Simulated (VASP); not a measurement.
# Zn3Se (Pm-3m) in VASP: notebook

Zn3Se is run at these levels: PBE; tasks: single point, relaxation of cell and atoms.

Everything below comes from runs of VASP 6.6.1. Logs are shortened: lines on timing, memory, paths and dates and some standing lists are left out, and cuts for length are marked.

**1. The cell of the first run**

Symmetry: Pm-3m, No. 221, cubic system. Conventional cell: a = 4.364 Å, b = 4.364 Å, c = 4.364 Å, α = 90.00°, β = 90.00°, γ = 90.00°. Zn (site symmetry 4/mmm) has 2 Se at 2.18 Å within 2.9 Å. Within 2.9 Å of Se (site symmetry m-3m) lie 6 Zn at 2.18 Å.

The cell was generated, and may not be a known phase.

**2. Single point, PBE**

INCAR

```
PREC = Accurate
ENCUT = 520
EDIFF = 1E-6
ISMEAR = 0
SIGMA = 0.1
LREAL = F
LASPH = T
NELM = 100
ALGO = Normal
ISIF = 2
LWAVE = F
LCHARG = F
GGA = PE
NBANDS = 29
```

KPOINTS

```
regular mesh
0
Gamma
  4 4 4
```

POSCAR

```
Zn3Se
1.0
    4.3635173600      0.0000000000      0.0000000000
    0.0000000000      4.3635173600      0.0000000000
    0.0000000000      0.0000000000      4.3635173600
Zn Se
3 1
Direct
    0.0000000000      0.5000000000      0.5000000000
    0.5000000000      0.0000000000      0.5000000000
    0.5000000000      0.5000000000      0.0000000000
    0.5000000000      0.5000000000      0.5000000000
```

Potentials or basis: VASP PAW PBE potentials, release 64 (Zn, Se).

Started as:

```sh
> cat potpaw_PBE.64/Zn/POTCAR potpaw_PBE.64/Se/POTCAR > POTCAR
> mpirun -np 1 vasp_std > vasp.out
```

OUTCAR:

```text
PREC = Accurate
   ENCUT = 520
   EDIFF = 1E-6
   ISMEAR = 0
   LREAL = F
   LASPH = T
   NELM = 100
   ISIF = 2
   GGA = PE

 ion  position               nearest neighbor table
   1  0.000  0.500  0.500-   4 2.18   4 2.18
   2  0.500  0.000  0.500-   4 2.18   4 2.18
   3  0.500  0.500  0.000-   4 2.18   4 2.18
   4  0.500  0.500  0.500-   1 2.18   2 2.18   3 2.18   3 2.18   2 2.18   1 2.18

  LATTYP: Found a simple cubic cell.
 ALAT       =     4.3635173600

  Lattice vectors:

 A1 = (   4.3635173600,   0.0000000000,   0.0000000000)
 A2 = (   0.0000000000,   4.3635173600,   0.0000000000)
 A3 = (   0.0000000000,   0.0000000000,   4.3635173600)

Analysis of symmetry for initial positions (statically):
=====================================================================
 Subroutine PRICEL returns:
 Original cell was already a primitive cell.

 Routine SETGRP: Setting up the symmetry group for a
 simple cubic supercell.

 Subroutine GETGRP returns: Found 48 space group operations
 (whereof 48 operations were pure point group operations)
 out of a pool of 48 trial point group operations.

The static configuration has the point symmetry O_h .

Analysis of symmetry for dynamics (positions and initial velocities):
=====================================================================
 Subroutine PRICEL returns:
 Original cell was already a primitive cell.

 Routine SETGRP: Setting up the symmetry group for a
 simple cubic supercell.

 Subroutine GETGRP returns: Found 48 space group operations
 (whereof 48 operations were pure point group operations)
 out of a pool of 48 trial point group operations.

The dynamic configuration has the point symmetry O_h .

 Subroutine INISYM returns: Found 48 space group operations
 (whereof 48 operations are pure point group operations),
 and found     1 'primitive' translations

----------------------------------------------------------------------------------------

                                     Primitive cell

  volume of cell :      83.0826

  direct lattice vectors                    reciprocal lattice vectors
     4.363517360  0.000000000  0.000000000     0.229172917  0.000000000  0.000000000
     0.000000000  4.363517360  0.000000000     0.000000000  0.229172917  0.000000000
     0.000000000  0.000000000  4.363517360     0.000000000  0.000000000  0.229172917

  length of vectors
     4.363517360  4.363517360  4.363517360     0.229172917  0.229172917  0.229172917

  position of ions in fractional coordinates (direct lattice)
     0.000000000  0.500000000  0.500000000
     0.500000000  0.000000000  0.500000000
     0.500000000  0.500000000  0.000000000
     0.500000000  0.500000000  0.500000000

  ion indices of the primitive-cell ions
   primitive index   ion index
                 1           1
                 2           2
                 3           3
                 4           4

----------------------------------------------------------------------------------------

 KPOINTS: regular mesh

Automatic generation of k-mesh.
 Grid dimensions read from file:
 generate k-points for:    4    4    4

 Generating k-lattice:

  Cartesian coordinates                     Fractional coordinates (reciprocal lattice)
     0.057293229  0.000000000  0.000000000     0.250000000  0.000000000  0.000000000
     0.000000000  0.057293229  0.000000000     0.000000000  0.250000000  0.000000000
     0.000000000  0.000000000  0.057293229     0.000000000  0.000000000  0.250000000

  Length of vectors
     0.057293229  0.057293229  0.057293229

  Shift w.r.t. Gamma in fractional coordinates (k-lattice)
     0.000000000  0.000000000  0.000000000

 Subroutine IBZKPT returns following result:
 ===========================================

 Found     10 irreducible k-points:

 Following reciprocal coordinates:
            Coordinates               Weight
  0.000000  0.000000  0.000000      1.000000
  0.250000  0.000000  0.000000      6.000000
  0.500000  0.000000  0.000000      3.000000
  0.250000  0.250000  0.000000     12.000000
  0.500000  0.250000  0.000000     12.000000
  0.500000  0.500000  0.000000      3.000000
  0.250000  0.250000  0.250000      8.000000
  0.500000  0.250000  0.250000     12.000000
  0.500000  0.500000  0.250000      6.000000
  0.500000  0.500000  0.500000      1.000000
   k-points           NKPTS =     10   k-points in BZ     NKDIM =     10   number of bands    NBANDS=     29
   number of dos      NEDOS =    301   number of ions     NIONS =      4
   total plane-waves  NPLWV =  32768
   dimension x,y,z NGX =    32 NGY =   32 NGZ =   32
   dimension x,y,z NGXF=    64 NGYF=   64 NGZF=   64
   ions per type =               3   1
   NGX,Y,Z   is equivalent  to a cutoff of  12.19, 12.19, 12.19 a.u.
   NGXF,Y,Z  is equivalent  to a cutoff of  24.38, 24.38, 24.38 a.u.
 SYSTEM =  unknown system
   PREC   = accura    normal or accurate (medium, high low for compatibility)
   ISTART =      0    job   : 0-new  1-cont  2-samecut
   ICHARG =      2    charge: 1-file 2-atom 10-const
   ISPIN  =      1    spin polarized calculation?
   LNONCOLLINEAR =      F non collinear calculations
   LSORBIT =      F    spin-orbit coupling
   LASPH  =      T    aspherical Exc in radial PAW
   ENCUT  =  520.0 eV  38.22 Ry    6.18 a.u.   8.11  8.11  8.11*2*pi/ulx,y,z
   NELM   =    100;   NELMIN=  2; NELMDL= -5     # of ELM steps
   EDIFF  = 0.1E-05   stopping-criterion for ELM
   LREAL  =      F    real-space projection
   EDIFFG = 0.1E-04   stopping-criterion for IOM
   NSW    =      0    number of steps for IOM
   IBRION =     -1    ionic relax: 0-MD 1-quasi-New 2-CG
   NFREE  =      0    steps in history (QN), initial steepest desc. (CG)
   ISIF   =      2    stress and relaxation
   ISYM   =      2    0-nonsym 1-usesym 2-fastsym
   POTIM  = 0.5000    time-step for ionic-motion
   TEBEG  =    0.0;   TEEND  =   0.0 temperature during run
   PSTRESS=    0.0 pullay stress
   NELECT =      42.0000    total number of electrons
   NUPDOWN=      -1.0000    fix difference up-down
   EMIN   =  10.00;   EMAX   =-10.00  energy-range for DOS
   EFERMI =   0.00;   METHOD = LEGACY
   ISMEAR =     0;   SIGMA  =   0.10  broadening in eV -4-tet -1-fermi 0-gaus
   EFERMI_NEDOS =   21; number of points for ismear=-14 and -15
   IALGO  =     38    algorithm
   IMIX   =      4    mixing-type and parameters
     AMIX     =   0.40;   BMIX     =  1.00
     AMIX_MAG =   1.60;   BMIX_MAG =  1.00
  volume/ion in A,a.u.               =      20.77       140.17
  Fermi-wavevector in a.u.,A,eV,Ry     =   1.304131  2.464450 23.140213  1.700758
  Thomas-Fermi vector in A             =   2.435087
   LORBIT       =      0    0 simple, 1 ext, 2 COOP (PROOUT), +10 PAW based schemes
   GGA     = PE    functional components
   LHFCALC =     F    Hartree Fock is set to
   AEXX    =    0.0000 exact exchange contribution
   IVDW    =     0    specifies the selected vdW correction
   LEPSILON=     F    determine dielectric tensor
   LRPA    =     F    only Hartree local field effects (RPA)
 non-spin polarized calculation
 Gauss-broadening in eV      SIGMA  =   0.10
  energy-cutoff  :      520.00
  volume of cell :       83.08
 maximum number of plane-waves:      2272
   NGX = 17   NGY = 17   NGZ = 17

 number of electron      41.9999963 magnetization

 Free energy of the ion-electron system (eV)
  ---------------------------------------------------
  ext. energy  EPLUGINS =         0.00000000
  ---------------------------------------------------
  free energy    TOTEN  =        -0.53082031 eV

  energy without entropy =       -0.52794419  energy(sigma->0) =       -0.52938225

 E-fermi :   2.8677     XC(G=0):  -9.7038

 val. band max:        2.7265708893   @ k =   0.2500   0.2500   0.0000
 cond. band min:       2.9852133695   @ k =   0.2500   0.0000   0.0000
 fundamental gap:      0.2586424802
 Fermi energy:         2.8677175365

 k-point     1 :       0.0000    0.0000    0.0000
  band No.  band energies     occupation
      1     -15.2881      2.00000
      2      -6.1202      2.00000
      3      -6.1202      2.00000
      4      -6.1202      2.00000
      5      -5.9108      2.00000
      6      -5.9108      2.00000
[... 21 lines left out ...]
     28       8.8312      0.00000
     29      10.0911      0.00000

 k-point     2 :       0.2500    0.0000    0.0000
  band No.  band energies     occupation
      1     -15.1266      2.00000
      2      -6.9288      2.00000
      3      -6.1735      2.00000
      4      -6.1735      2.00000
      5      -6.1092      2.00000
      6      -5.9086      2.00000
[... 21 lines left out ...]
     28       8.1719      0.00000
     29      10.2613      0.00000

 k-point     3 :       0.5000    0.0000    0.0000
  band No.  band energies     occupation
      1     -14.9476      2.00000
      2      -7.7663      2.00000
      3      -6.2518      2.00000
      4      -6.2518      2.00000
      5      -6.0979      2.00000
      6      -5.9064      2.00000
[... 21 lines left out ...]
     28       8.9437      0.00000
     29       8.9707      0.00000

 k-point     4 :       0.2500    0.2500    0.0000
  band No.  band energies     occupation
      1     -14.9601      2.00000
      2      -7.1458      2.00000
      3      -6.9610      2.00000
      4      -6.3612      2.00000
      5      -5.9868      2.00000
      6      -5.8980      2.00000
[... 149 lines left out ...]
     28      10.1196      0.00000
     29      10.1349      0.00000

 k-point     9 :       0.5000    0.5000    0.2500
  band No.  band energies     occupation
      1     -14.3923      2.00000
      2      -8.0034      2.00000
      3      -8.0034      2.00000
      4      -7.3472      2.00000
      5      -5.7581      2.00000
      6      -5.7581      2.00000
[... 21 lines left out ...]
     28       9.7292      0.00000
     29      10.8428      0.00000

 k-point    10 :       0.5000    0.5000    0.5000
  band No.  band energies     occupation
      1     -14.1781      2.00000
      2      -8.0727      2.00000
      3      -8.0727      2.00000
      4      -8.0727      2.00000
      5      -5.7484      2.00000
      6      -5.7484      2.00000
[... 21 lines left out ...]
     28       8.5330      0.00000
     29      10.5687      0.00000

------------------------ aborting loop because EDIFF is reached ----------------------------------------

  FORCE on cell =-STRESS in cart. coord.  units (eV):
  Direction    XX          YY          ZZ          XY          YZ          ZX
  --------------------------------------------------------------------------------------
  -------------------------------------------------------------------------------------
  Total       14.1663151     14.1663151     14.1663151      0.0000000     -0.0000000      0.0000000
  in kB      273.1853176    273.1853176    273.1853176      0.0000000     -0.0000000      0.0000000
  external PRESSURE =     273.1853176 kB  Pullay stress =       0.0000000 kB

 VOLUME and BASIS-vectors are now :
 -----------------------------------------------------------------------------
  energy-cutoff  :      520.00
  volume of cell :       83.08
      direct lattice vectors                 reciprocal lattice vectors
     4.363517360  0.000000000  0.000000000     0.229172917  0.000000000  0.000000000
     0.000000000  4.363517360  0.000000000     0.000000000  0.229172917  0.000000000
     0.000000000  0.000000000  4.363517360     0.000000000  0.000000000  0.229172917

 POSITION                                       TOTAL-FORCE (eV/Angst)
 -----------------------------------------------------------------------------------
      0.00000      2.18176      2.18176         0.000000      0.000000      0.000000
      2.18176      0.00000      2.18176         0.000000      0.000000      0.000000
      2.18176      2.18176      0.00000         0.000000      0.000000      0.000000
      2.18176      2.18176      2.18176         0.000000      0.000000      0.000000
 -----------------------------------------------------------------------------------
    total drift:                                0.000000     -0.000000     -0.000000

  FREE ENERGIE OF THE ION-ELECTRON SYSTEM (eV)
  ---------------------------------------------------
  free  energy   TOTEN  =        -0.5308203062 eV

  energy  without entropy=       -0.5279441907  energy(sigma->0) =       -0.52938225
```

Wall time 31 s (1 thread of Intel Xeon 8259CL, shared host); peak memory 0.18 GiB.

Results:

```
Free energy            : -0.5308 eV
Pressure               : 27.3 GPa
Band gap on the k mesh : zero (bands 21 and 22 overlap by 1.98 eV)
```

Caveat: the cell stands under pressure.

**3. Single point, PBE**

This run uses another cell than the first one, of 43.12 Å³/atom.

INCAR

```
SYSTEM = Zn3Se
PREC     = Accurate       ! precision mode
ENCUT    = 520            ! plane-wave cutoff, eV
EDIFF    = 1E-6           ! SCF threshold, eV
ISMEAR   = 0              ! smearing method
SIGMA    = 0.1            ! smearing width, eV
LREAL    = .FALSE.        ! projectors in reciprocal space
LASPH    = .TRUE.         ! aspherical terms in the spheres
NELM     = 60             ! most SCF steps
ALGO     = Normal         ! electronic algorithm
ISIF     = 2              ! what is computed and relaxed
LWAVE    = .FALSE.        ! write WAVECAR
LCHARG   = .FALSE.        ! write CHGCAR
GGA      = PE             ! functional
NBANDS   = 29             ! bands
```

KPOINTS

```
Automatic mesh
0
G
  4 4 4
  0 0 0
```

POSCAR

```
Zn3Se
1.0
    5.5663762855      0.0000000000      0.0000000000
    0.0000000000      5.5663762855      0.0000000000
    0.0000000000      0.0000000000      5.5663762855
Zn Se
3 1
Direct
    0.0000000000      0.5000000000      0.5000000000
    0.5000000000      0.0000000000      0.5000000000
    0.5000000000      0.5000000000      0.0000000000
    0.5000000000      0.5000000000      0.5000000000
```

Potentials or basis: VASP PAW PBE potentials, release 64 (Zn, Se).

Started as:

```sh
> cat potpaw_PBE.64/Zn/POTCAR potpaw_PBE.64/Se/POTCAR > POTCAR
> mpirun -np 1 vasp_std > vasp.out
```

It took 64 s on 1 thread of Intel Xeon 8259CL, shared host; peak memory 0.26 GiB.

Results (log left out):

| Item | Value |
| --- | --- |
| Free energy | -4.3471 eV |
| Pressure | 0.0 GPa |
| Band gap on the k mesh | zero (bands 21 and 22 overlap by 2.27 eV) |

Levels at points of the mesh, in eV from the Fermi level:
```
           k point  band 18  band 19  band 20  band 21  band 22  band 23  band 24  band 25
(0.00, 0.00, 0.00)    -3.39    -3.39    -2.95    -1.59    -1.59     3.42     3.42     3.42
(0.50, 0.00, 0.00)    -3.23    -3.23    -2.45    -1.47     1.17     2.73     2.73     2.88
(0.50, 0.50, 0.00)    -4.44    -3.09    -1.89     0.41     1.47     1.47     2.94     2.94
(0.50, 0.50, 0.50)    -4.25    -4.25     0.67     0.67     0.67     1.71     1.71     1.71
```

(Part 1 of 2 ends here.)

The gap in the log of VASP goes by the Fermi energy; the results here count the filled bands.